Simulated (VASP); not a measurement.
# Zr (P6_3/mmc) in VASP: further runs, part 2 of 2

VASP 6.6.1. Earlier steps stand in the parts before.

### 3 Single point, PBE (10.52 Å³/atom)

This run uses another cell than the first one, of 10.52 Å³/atom.

POSCAR

```
Zr
1.0
    2.3871412568      0.0000000000      0.0000000000
   -1.1935706284      2.0673249708      0.0000000000
    0.0000000000      0.0000000000      4.2647780173
Zr
2
Direct
    0.3333333333      0.6666666667      0.2500000000
    0.6666666667      0.3333333333      0.7500000000
```

INCAR.step1

```
SYSTEM = Zr
ALGO = Normal ; EDIFF = 1E-6
ENCUT = 520 ; GGA = PE
ISIF = 2 ; ISMEAR = -1
LASPH = .TRUE. ; LCHARG = .TRUE.
LMAXMIX = 4 ; LREAL = .FALSE.
LWAVE = .FALSE. ; NBANDS = 19
NELM = 100 ; PREC = Accurate
SIGMA = 0.05
```

KPOINTS.step1

```
k-points
0
G
  15 15 8
  0 0 0
```

INCAR.step2

```
SYSTEM = Zr
ALGO = Normal ; EDIFF = 1E-6
ENCUT = 520 ; GGA = PE
ICHARG = 11 ; ISIF = 2
ISMEAR = -5 ; LASPH = .TRUE.
LCHARG = .FALSE. ; LMAXMIX = 4
LORBIT = 10 ; LREAL = .FALSE.
LWAVE = .FALSE. ; NBANDS = 19
NEDOS = 1001 ; NELM = 100
PREC = Accurate ; SIGMA = 0.05
```

KPOINTS.step2

```
k-points
0
G
  23 23 12
  0 0 0
```

Potentials or basis: VASP PAW PBE potentials, release 64 (Zr_sv).

On the command line:

```sh
cat potpaw_PBE.64/Zr_sv/POTCAR > POTCAR
cp INCAR.step1 INCAR
cp KPOINTS.step1 KPOINTS
mpirun -np 1 vasp_std > vasp.out
cp INCAR.step2 INCAR
cp KPOINTS.step2 KPOINTS
mpirun -np 1 vasp_std > vasp.out
```

It took 2.3 min on 1 thread of Intel Xeon 8259CL, shared host; peak memory 0.25 GiB.

Results (log left out):

```yaml
Valence_electrons_inside_the_program's_atomic_spheres: Zr 11.71
```

Levels at points of the mesh, in eV from the Fermi level:
```
           k point  band 8  band 9  band 10  band 11  band 12  band 13  band 14  band 15  band 16  band 17
(0.00, 0.00, 0.00)  -22.91   -4.38    -3.88    -1.27     0.58     0.58     1.84     1.84     5.17     5.17
(0.00, 0.00, 0.50)  -23.23   -3.04    -3.04     0.68     0.68     0.68     0.68     1.59     1.59     8.45
```

Caveat: tetrahedron occupations give inexact forces and stress in metals.

### 4 Single point, PBE (14.03 Å³/atom)

POSCAR

```
Zr
1.0
    2.6213278157      0.0000000000      0.0000000000
   -1.3106639079      2.2701364801      0.0000000000
    0.0000000000      0.0000000000      4.7157278453
Zr
2
Direct
    0.3333333333      0.6666666667      0.2500000000
    0.6666666667      0.3333333333      0.7500000000
```

INCAR.step1

```
SYSTEM = Zr
  PREC = Accurate
  ENCUT = 520
  EDIFF = 1E-7
  ISMEAR = -1
  SIGMA = 0.05
  LREAL = .FALSE.
  LASPH = .TRUE.
  NELM = 100
  ALGO = Normal
  ISIF = 2
  LWAVE = .FALSE.
  LCHARG = .TRUE.
  LMAXMIX = 4
  GGA = PE
  NBANDS = 19
```

KPOINTS.step1

```
regular mesh
0
G
  15 15 8
  0 0 0
```

INCAR.step2

```
SYSTEM = Zr
  PREC = Accurate
  ENCUT = 520
  EDIFF = 1E-7
  ISMEAR = -5
  SIGMA = 0.05
  LREAL = .FALSE.
  LASPH = .TRUE.
  NELM = 100
  ALGO = Normal
  ISIF = 2
  LWAVE = .FALSE.
  LCHARG = .FALSE.
  LMAXMIX = 4
  GGA = PE
  LORBIT = 10
  NBANDS = 19
  NEDOS = 2001
  ICHARG = 11
```

KPOINTS.step2

```
regular mesh
0
G
  23 23 12
  0 0 0
```

On the command line:

```sh
cat potpaw_PBE.64/Zr_sv/POTCAR > POTCAR
cp INCAR.step1 INCAR
cp KPOINTS.step1 KPOINTS
mpirun -np 1 vasp_std > vasp.out
cp INCAR.step2 INCAR
cp KPOINTS.step2 KPOINTS
mpirun -np 1 vasp_std > vasp.out
```

It took 67 s on 1 thread of Intel Xeon 6975P-C (Granite Rapids), shared host; peak memory 0.28 GiB.

The run converged. Its results:

```
Valence electrons inside the program's atomic spheres : Zr 10.82
```

Levels at points of the mesh, in eV from the Fermi level:
| k point | band 10 | band 11 | band 12 | band 13 | band 14 | band 15 |
| --- | --- | --- | --- | --- | --- | --- |
| (0.00, 0.00, 0.00) | -3.90 | -0.62 | 1.09 | 1.09 | 1.95 | 1.95 |
| (0.00, 0.00, 0.50) | -3.41 | -0.31 | -0.31 | 1.18 | 1.18 | 1.18 |

Caveat: tetrahedron occupations give inexact forces and stress in metals.

### 5 Single point, PBE (23.39 Å³/atom)

This run uses another cell than the first one, of 23.39 Å³/atom.

POSCAR

```
Zr
1.0
    3.2314740222      0.0000000000      0.0000000000
   -1.6157370111      2.7985385949      0.0000000000
    0.0000000000      0.0000000000      5.1717654041
Zr
2
Direct
    0.3333333333      0.6666666667      0.2500000000
    0.6666666667      0.3333333333      0.7500000000
```

INCAR.step1

```
SYSTEM = Zr
PREC = Accurate ; ENCUT = 520
EDIFF = 1E-6 ; ISMEAR = -1
SIGMA = 0.05 ; LREAL = .False.
LASPH = .True. ; NELM = 80
ALGO = Normal ; ISIF = 2
LWAVE = .False. ; LCHARG = .True.
LMAXMIX = 4 ; GGA = PE
NBANDS = 19
```

KPOINTS.step1

```
regular mesh
0
Gamma
  15 15 8
  0 0 0
```

INCAR.step2

```
SYSTEM = Zr
PREC = Accurate ; ENCUT = 520
EDIFF = 1E-6 ; ISMEAR = -5
SIGMA = 0.05 ; LREAL = .False.
LASPH = .True. ; NELM = 80
ALGO = Normal ; ISIF = 2
LWAVE = .False. ; LCHARG = .False.
LMAXMIX = 4 ; GGA = PE
LORBIT = 10 ; NBANDS = 19
NEDOS = 2001 ; ICHARG = 11
```

KPOINTS.step2

```
regular mesh
0
Gamma
  23 23 12
  0 0 0
```

Potentials or basis: VASP PAW PBE potentials, release 64 (Zr_sv).

On the command line:

```sh
cat potpaw_PBE.64/Zr_sv/POTCAR > POTCAR
cp INCAR.step1 INCAR
cp KPOINTS.step1 KPOINTS
mpirun -np 1 vasp_std > vasp.out
cp INCAR.step2 INCAR
cp KPOINTS.step2 KPOINTS
mpirun -np 1 vasp_std > vasp.out
```

OUTCAR:

```text
SYSTEM = Zr
   PREC = Accurate
   ENCUT = 520
   EDIFF = 1E-6
   ISMEAR = -5
   LREAL = .False.
   LASPH = .True.
   NELM = 80
   ISIF = 2
   GGA = PE
   LORBIT = 10
   ICHARG = 11

 ion  position               nearest neighbor table
   1  0.333  0.667  0.250-   2 3.19   2 3.19   2 3.19   2 3.19   2 3.19   2 3.19
   2  0.667  0.333  0.750-   1 3.19   1 3.19   1 3.19   1 3.19   1 3.19   1 3.19

  LATTYP: Found a hexagonal cell.
 ALAT       =     3.2314740222
 C/A-ratio  =     1.6004353953

  Lattice vectors:

 A1 = (   3.2314740222,   0.0000000000,   0.0000000000)
 A2 = (  -1.6157370111,   2.7985385949,   0.0000000000)
 A3 = (   0.0000000000,   0.0000000000,   5.1717654041)

Analysis of symmetry for initial positions (statically):
=====================================================================
 Subroutine PRICEL returns:
 Original cell was already a primitive cell.

 Routine SETGRP: Setting up the symmetry group for a
 hexagonal supercell.

 Subroutine GETGRP returns: Found 24 space group operations
 (whereof 12 operations were pure point group operations)
 out of a pool of 24 trial point group operations.
[... 171 lines left out ...]
 Fermi energy:         8.9701983279

 k-point     1 :       0.0000    0.0000    0.0000
  band No.  band energies     occupation
      1     -39.9002      2.00000
      2     -39.7514      2.00000
      3     -18.4114      2.00000
      4     -17.5523      2.00000
      5     -17.5523      2.00000
      6     -17.4289      2.00000
[... 505 lines left out ...]
      6     -17.5397      2.00000
[... 11 lines left out ...]
     18      11.0884      0.00000
     19      13.6366      0.00000

 [... further k-points ...]

------------------------ aborting loop because EDIFF is reached ----------------------------------------

  FORCE on cell =-STRESS in cart. coord.  units (eV):
  Direction    XX          YY          ZZ          XY          YZ          ZX
  --------------------------------------------------------------------------------------
  -------------------------------------------------------------------------------------
  Total       -0.0341577     -0.0341577      0.0092112      0.0000000      0.0000000      0.0000000
  in kB       -1.1701132     -1.1701132      0.3155399      0.0000000      0.0000000      0.0000000
  external PRESSURE =      -0.6748955 kB  Pullay stress =       0.0000000 kB

 VOLUME and BASIS-vectors are now :
 -----------------------------------------------------------------------------
  energy-cutoff  :      520.00
  volume of cell :       46.77
      direct lattice vectors                 reciprocal lattice vectors
     3.231474022  0.000000000  0.000000000     0.309456302  0.178664679  0.000000000
    -1.615737011  2.798538595  0.000000000     0.000000000  0.357329358  0.000000000
     0.000000000  0.000000000  5.171765404     0.000000000  0.000000000  0.193357572

 POSITION                                       TOTAL-FORCE (eV/Angst)
 -----------------------------------------------------------------------------------
     -0.00000      1.86569      1.29294        -0.000000     -0.000000      0.000000
      1.61574      0.93285      3.87882         0.000000      0.000000      0.000000
 -----------------------------------------------------------------------------------
    total drift:                                0.000000     -0.000000      0.000000

  FREE ENERGIE OF THE ION-ELECTRON SYSTEM (eV)
  ---------------------------------------------------
  free  energy   TOTEN  =       -17.0414700479 eV

  energy  without entropy=      -17.0414700479  energy(sigma->0) =      -17.04147005

 total charge

# of ion       s       p       d       tot
------------------------------------------
    1        2.232   5.960   1.620   9.812
    2        2.232   5.960   1.620   9.812
--------------------------------------------------
tot          4.464  11.920   3.240  19.624
```

Run time: 79 s. Hardware: 1 thread of Intel Xeon 6975P-C (Granite Rapids), shared host; peak memory 0.38 GiB.

What came out:

```
Valence electrons inside the program's atomic spheres : Zr 9.81
```

Levels at points of the mesh, in eV from the Fermi level:
```csv
k point,band 8,band 9,band 10,band 11,band 12,band 13,band 14,band 15,band 16,band 17
"(0.00, 0.00, 0.00)",-26.39,-5.68,-3.05,0.85,0.85,0.94,1.09,1.52,1.52,2.14
"(0.00, 0.00, 0.50)",-26.45,-3.98,-3.98,0.00,0.00,0.76,0.76,0.76,0.76,3.90
```

Caveat: tetrahedron occupations give inexact forces and stress in metals.
